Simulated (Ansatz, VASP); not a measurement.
One calculation of Hf, two programs

```xyz
1
Lattice="0.0000 2.0424 2.1312 2.0424 0.0000 2.1312 2.0424 2.0424 0.0000" Properties=species:S:1:pos:R:3 pbc="T T T"
Hf    0.0000    0.0000    0.0000
```

Change from the starting cell: strain -0.080 along x and y, -0.040 along z, atoms carried along.

Alike in both runs: task single point; functional r2SCAN; k mesh 18 × 18 × 18; occupations gaussian, width 0.15 eV; no spin polarisation.

|  | VASP | Ansatz |
| --- | --- | --- |
| version | VASP 6.6.1 | Ansatz 0.2.0 |
| potentials or method | VASP PAW PBE potentials, release 64 (Hf_pv), cutoff 520 eV | scalar-relativistic, plane waves, PAW |
| valence electrons in the cell | 10 | 26 |

```csv
,VASP,Ansatz,Ansatz less VASP
gap on the k mesh at the Fermi level (eV),none,none,-
pressure (GPa),34.1,34.5,+0.40
"traceless stress, the component that is largest in VASP (GPa)",-1.74,-1.71,+0.036
```

VASP's potentials were made for PBE, not for r2SCAN. A gap of «none» marks a metal or a gap that the smearing closes. Both programs put the cell under a high pressure, so it lies far from rest at this level. With one functional, cell and mesh, what is left measures potentials, basis and numerics. VASP's potentials hold 10 valence electrons a cell and Ansatz's 26, so a difference there can come from the potentials and not from the codes.

Neither program's run includes spin-orbit coupling.
